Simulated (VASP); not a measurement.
# MnSb2 (Pn-3m) in VASP: further runs, part 2 of 2

VASP 6.6.1. Earlier steps stand in the parts before.

### Step 4. Relaxation of cell and atoms, PBE, collinear spin, ferromagnetic start

File INCAR:

```
SYSTEM = MnSb2
ALGO = Normal
EDIFF = 1E-6
EDIFFG = -0.04
ENCUT = 600
GGA = PE
IBRION = 2
ISIF = 3
ISMEAR = 0
ISPIN = 2
LASPH = .TRUE.
LCHARG = .FALSE.
LMAXMIX = 4
LORBIT = 11
LREAL = .FALSE.
LWAVE = .FALSE.
MAGMOM = 1.09 1.09 0 0 0 0
NELM = 150
NSW = 90
PREC = Accurate
SIGMA = 0.1
```

File KPOINTS:

```
k-points
0
G
  4 4 4
  0 0 0
```

File POSCAR:

```
MnSb2
1.0
    5.3756141117      0.0000000000      0.0000000000
    0.0000000000      5.3756141117      0.0000000000
    0.0000000000      0.0000000000      5.3756141117
Mn Sb
2 4
Direct
    0.0000000000      0.0000000000      0.0000000000
    0.5000000000      0.5000000000      0.5000000000
    0.2500000000      0.2500000000      0.2500000000
    0.2500000000      0.7500000000      0.7500000000
    0.7500000000      0.7500000000      0.2500000000
    0.7500000000      0.2500000000      0.7500000000
```

Potentials or basis: VASP PAW PBE potentials, release 64 (Mn_pv, Sb).

Launch:

```console
$ cat potpaw_PBE.64/Mn_pv/POTCAR potpaw_PBE.64/Sb/POTCAR > POTCAR
$ mpirun -np 1 vasp_std > vasp.out
```

OUTCAR:

```text
SYSTEM = MnSb2
   EDIFF = 1E-6
   EDIFFG = -0.04
   ENCUT = 600
   GGA = PE
   IBRION = 2
   ISIF = 3
   ISMEAR = 0
   ISPIN = 2
   LASPH = .TRUE.
   LORBIT = 11
   LREAL = .FALSE.
   NELM = 150
   NSW = 90
   PREC = Accurate

 ion  position               nearest neighbor table
   1  0.000  0.000  0.000-   3 2.33   4 2.33   5 2.33   6 2.33
   2  0.500  0.500  0.500-   3 2.33   4 2.33   5 2.33   6 2.33
   3  0.250  0.250  0.250-   1 2.33   2 2.33
   4  0.250  0.750  0.750-   1 2.33   2 2.33
   5  0.750  0.750  0.250-   1 2.33   2 2.33
   6  0.750  0.250  0.750-   1 2.33   2 2.33

  LATTYP: Found a simple cubic cell.
 ALAT       =     5.3756141117

  Lattice vectors:

 A1 = (   5.3756141117,   0.0000000000,   0.0000000000)
 A2 = (   0.0000000000,   5.3756141117,   0.0000000000)
 A3 = (   0.0000000000,   0.0000000000,   5.3756141117)

Analysis of symmetry for initial positions (statically):
=====================================================================
 Subroutine PRICEL returns:
 Original cell was already a primitive cell.

 Routine SETGRP: Setting up the symmetry group for a
 simple cubic supercell.

 Subroutine GETGRP returns: Found 48 space group operations
 (whereof 24 operations were pure point group operations)
 out of a pool of 48 trial point group operations.

The static configuration has the point symmetry T_d .
 The point group associated with its full space group is O_h .

Analysis of symmetry for dynamics (positions and initial velocities):
=====================================================================
 Subroutine PRICEL returns:
 Original cell was already a primitive cell.

 Routine SETGRP: Setting up the symmetry group for a
 simple cubic supercell.

 Subroutine GETGRP returns: Found 48 space group operations
 (whereof 24 operations were pure point group operations)
 out of a pool of 48 trial point group operations.

[... 146 lines left out ...]
 NGX is ok and might be reduce to    48
   NGX = 21   NGY = 21   NGZ = 21

--------------------------------------- Ionic step        1  -------------------------------------------

 number of electron      46.0000025 magnetization       1.7079097

 Free energy of the ion-electron system (eV)
  ---------------------------------------------------
  ext. energy  EPLUGINS =         0.00000000
  ---------------------------------------------------
  free energy    TOTEN  =       -30.35155599 eV

  energy without entropy =      -30.32162497  energy(sigma->0) =      -30.33659048

------------------------ aborting loop because EDIFF is reached ----------------------------------------

  FORCE on cell =-STRESS in cart. coord.  units (eV):
  Direction    XX          YY          ZZ          XY          YZ          ZX
  --------------------------------------------------------------------------------------
  -------------------------------------------------------------------------------------
  Total        6.5892479      6.5892479      6.5892479      0.0000000     -0.0000000      0.0000000
  in kB       67.9613773     67.9613773     67.9613773      0.0000000     -0.0000000      0.0000000
  external PRESSURE =      67.9613773 kB  Pullay stress =       0.0000000 kB
[... 191 lines left out ...]
--------------------------------------- Ionic step        6  -------------------------------------------

 number of electron      45.9999971 magnetization      -0.0010881

 Free energy of the ion-electron system (eV)
  ---------------------------------------------------
  ext. energy  EPLUGINS =         0.00000000
  ---------------------------------------------------
  free energy    TOTEN  =       -30.53284835 eV

  energy without entropy =      -30.49989817  energy(sigma->0) =      -30.51637326

 E-fermi :   5.2732     XC(G=0):  -9.4586

 val. band max:        5.2713381512   @ k =   0.5000   0.5000   0.2500
 cond. band min:       5.2843092872   @ k =   0.0000   0.0000   0.0000
 fundamental gap:      0.0129711360
 Fermi energy:         5.2732488986

 spin component 1

 k-point     1 :       0.0000    0.0000    0.0000
  band No.  band energies     occupation
      1     -42.1365      1.00000
      2     -42.1365      1.00000
      3     -42.1365      1.00000
      4     -42.1318      1.00000
      5     -42.1318      1.00000
      6     -42.1318      1.00000
[... 299 lines left out ...]
     27       7.3136      0.00000
     28       8.6362      0.00000
 Fermi energy:         5.2732488986

 spin component 2

 k-point     1 :       0.0000    0.0000    0.0000
  band No.  band energies     occupation
      1     -42.1373      1.00000
      2     -42.1373      1.00000
      3     -42.1373      1.00000
      4     -42.1326      1.00000
      5     -42.1326      1.00000
      6     -42.1326      1.00000
[... 332 lines left out ...]
  FREE ENERGIE OF THE ION-ELECTRON SYSTEM (eV)
  ---------------------------------------------------
  free  energy   TOTEN  =       -30.5328483472 eV

  energy  without entropy=      -30.4998981652  energy(sigma->0) =      -30.51637326

 reached required accuracy - stopping structural energy minimisation

 total charge

# of ion       s       p       d       tot
------------------------------------------
    1        0.341   6.296   5.297  11.934
    2        0.341   6.296   5.297  11.934
    3        1.191   1.211   0.040   2.441
    4        1.191   1.211   0.040   2.441
    5        1.191   1.211   0.040   2.441
    6        1.191   1.211   0.040   2.441
--------------------------------------------------
tot          5.447  17.435  10.752  33.634

 magnetization (x)

# of ion       s       p       d       tot
------------------------------------------
    1       -0.000  -0.000  -0.001  -0.001
    2       -0.000  -0.000  -0.001  -0.001
    3        0.000   0.000  -0.000   0.000
    4        0.000   0.000  -0.000   0.000
    5        0.000   0.000  -0.000   0.000
    6        0.000   0.000  -0.000   0.000
--------------------------------------------------
tot          0.000   0.000  -0.002  -0.002
```

CONTCAR:

```text
MnSb2
   1.00000000000000
     5.5141763752433164    0.0000000000000000    0.0000000000000000
     0.0000000000000000    5.5141763752433164    0.0000000000000000
     0.0000000000000000   -0.0000000000000000    5.5141763752433164
  Mn              Sb
     2     4
Direct
     0.0000000000000000    0.0000000000000000    0.0000000000000000
     0.5000000000000000    0.5000000000000000    0.5000000000000000
     0.2500000000000000    0.2500000000000000    0.2500000000000000
     0.2500000000000000    0.7500000000000000    0.7500000000000000
     0.7500000000000000    0.7500000000000000    0.2500000000000000
     0.7500000000000000    0.2500000000000000    0.7500000000000000

  0.00000000E+00  0.00000000E+00  0.00000000E+00
  0.00000000E+00  0.00000000E+00  0.00000000E+00
  0.00000000E+00  0.00000000E+00  0.00000000E+00
  0.00000000E+00  0.00000000E+00  0.00000000E+00
  0.00000000E+00  0.00000000E+00  0.00000000E+00
  0.00000000E+00  0.00000000E+00  0.00000000E+00
```

It took 21 min on 1 thread of Intel Xeon 8259CL, shared host; peak memory 0.46 GiB.

What came out:

```yaml
Free_energy: -30.5328 eV
Relaxed_volume: 27.94 Å³/atom
Relaxed_cell: a = 5.514 Å, b = 5.514 Å, c = 5.514 Å, α = 90.00°, β = 90.00°, γ = 90.00°
Space_group_after_relaxing_to_0.1_Å: Pn-3m (No. 224)
Energy_gained_by_relaxing: 30.2 meV/atom
Ionic_steps: 6
Pressure_after_relaxing: 0.1 GPa
Band_gap_on_the_k_mesh: zero (filled and empty bands overlap)
Net_moment: 0.00 μB per cell
Valence_electrons_inside_the_program's_atomic_spheres: Mn 11.93; Sb 2.44
```

Step by step:
| step | energy change (eV) | largest force (eV/Å) | pressure (GPa) | volume (Å³) |
| --- | --- | --- | --- | --- |
| 1 | 0.0000 | 0.0000 | 6.80 | 155.34 |
| 2 | 0.0077 | 0.0000 | -4.21 | 181.36 |
| 3 | -0.1798 | 0.0000 | 1.03 | 166.83 |
| 4 | -0.1789 | 0.0000 | -0.55 | 169.44 |
| 5 | -0.1811 | 0.0000 | -0.30 | 168.52 |
| 6 | -0.1813 | 0.0000 | 0.06 | 167.66 |

Final structure:
```xyz
6
Lattice="5.5142 0.0000 0.0000 0.0000 5.5142 0.0000 0.0000 0.0000 5.5142" Properties=species:S:1:pos:R:3 pbc="T T T"
Mn    0.0000    0.0000    0.0000
Mn    2.7571    2.7571    2.7571
Sb    1.3785    1.3785    1.3785
Sb    1.3785    4.1356    4.1356
Sb    4.1356    4.1356    1.3785
Sb    4.1356    1.3785    4.1356
```

Levels at points of the mesh, in eV from the Fermi level:
Spin up:
| k point | band 21 | band 22 | band 23 | band 24 | band 25 | band 26 |
| --- | --- | --- | --- | --- | --- | --- |
| (0.00, 0.00, 0.00) | -0.41 | 0.01 | 0.01 | 0.01 | 0.37 | 0.37 |
| (0.50, 0.00, 0.00) | -0.38 | -0.38 | -0.22 | -0.22 | 0.76 | 0.76 |
| (0.50, 0.50, 0.00) | -0.51 | -0.51 | -0.14 | -0.14 | 1.08 | 1.08 |
| (0.50, 0.50, 0.50) | -0.47 | -0.02 | -0.02 | -0.02 | 2.04 | 2.04 |
Spin down:
| k point | band 19 | band 20 | band 21 | band 22 | band 23 | band 24 | band 25 | band 26 | band 27 | band 28 |
| --- | --- | --- | --- | --- | --- | --- | --- | --- | --- | --- |
| (0.00, 0.00, 0.00) | -0.41 | -0.41 | -0.41 | 0.01 | 0.01 | 0.01 | 0.37 | 0.37 | 0.37 | 0.82 |
| (0.50, 0.00, 0.00) | -0.93 | -0.93 | -0.39 | -0.39 | -0.22 | -0.22 | 0.75 | 0.75 | 1.80 | 1.80 |
| (0.50, 0.50, 0.00) | -0.95 | -0.95 | -0.51 | -0.51 | -0.14 | -0.14 | 1.08 | 1.08 | 1.38 | 1.38 |
| (0.50, 0.50, 0.50) | -1.24 | -0.47 | -0.47 | -0.02 | -0.02 | -0.02 | 2.04 | 2.04 | 2.04 | 3.36 |

Caveat: spin-orbit coupling is left out, which moves the levels of the heavy elements.

### Step 5. Overview

```tsv
task	cell	cutoff (eV)	gap on the mesh (eV)	pressure (GPa)	moment (μB)
single point	a = 5.376 Å, 6 atoms	520	none	6.8	1.71
single point	a = 5.586 Å, 6 atoms	520	none	0.0	2.46
relaxation of cell and atoms	relaxed from a = 5.376 Å, 6 atoms	600	none	0.1	0.00
```

Alike in all rows: level PBE; potentials or basis VASP PAW PBE potentials, release 64 (Mn_pv, Sb); spin collinear, ferromagnetic start; k mesh 4 × 4 × 4; smearing gaussian 0.1 eV.

Caveats: spin-orbit coupling is left out, which moves the levels of the heavy elements; only a ferromagnetic start was run, and an antiferromagnetic order may lie lower in energy (at least some runs); the cell stands under pressure (at least some runs).

Total energies depend on the potentials used, so only differences within one code and one set of settings carry meaning.
